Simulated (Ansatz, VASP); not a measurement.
One calculation of TiNiC6N6, two programs

```xyz
14
Lattice="0.0000 5.3446 5.3446 5.3446 0.0000 5.3446 5.3446 5.3446 0.0000" Properties=species:S:1:pos:R:3 pbc="T T T"
Ti    0.0000    0.0000    0.0000
Ni    5.3446    5.3446    5.3446
C     2.1487    5.3446    5.3446
C     5.3446    2.1487    5.3446
C     5.3446    5.3446    2.1487
C     8.5405    5.3446    5.3446
C     5.3446    8.5405    5.3446
C     5.3446    5.3446    8.5405
N     3.3151    5.3446    5.3446
N     5.3446    3.3151    5.3446
N     5.3446    5.3446    3.3151
N     7.3741    5.3446    5.3446
N     5.3446    7.3741    5.3446
N     5.3446    5.3446    7.3741
```

Alike in both runs: functional PBE; k mesh 4 × 4 × 4; occupations gaussian, width 0.1 eV; collinear spin.

Ansatz relaxed the structure, and its values are those at the end. VASP's run is a single point on that final structure, the one shown.

|  | VASP | Ansatz |
| --- | --- | --- |
| version | VASP 6.6.1 | Ansatz 0.2.0 |
| potentials or method | VASP PAW PBE potentials, release 64 (Ti_sv, Ni, C, N), cutoff 600 eV | scalar-relativistic, plane waves, PAW |
| valence electrons in the cell | 76 | 84 |

|  | VASP | Ansatz | Ansatz less VASP |
| --- | --- | --- | --- |
| gap on the k mesh at the Fermi level (eV) | 0.69 | 0.68 | -0.005 |
| least direct gap on the mesh (eV) | 0.69 | 0.68 | -0.005 |
| pressure (GPa) | 0.4 | 0.1 | -0.32 |
| rms of the force components (eV/Å) | 0.197 | 0.005 | -0.1917 |
| net moment per atom (μB) | 0.14 | 0.14 | 0.000 |
| size of the moment on the site where the two differ most (μB) | 0.07 | 0.04 | -0.032 |

Site moments also hang on the region over which each program counts them. One of these differences is far larger than is usual between the two programs; its cause wasn't traced. VASP's potentials hold 76 valence electrons a cell and Ansatz's 84, so a difference there can come from the potentials and not from the codes.

Noted on VASP's run: the standard files for N, O and F lose accuracy on very short bonds.
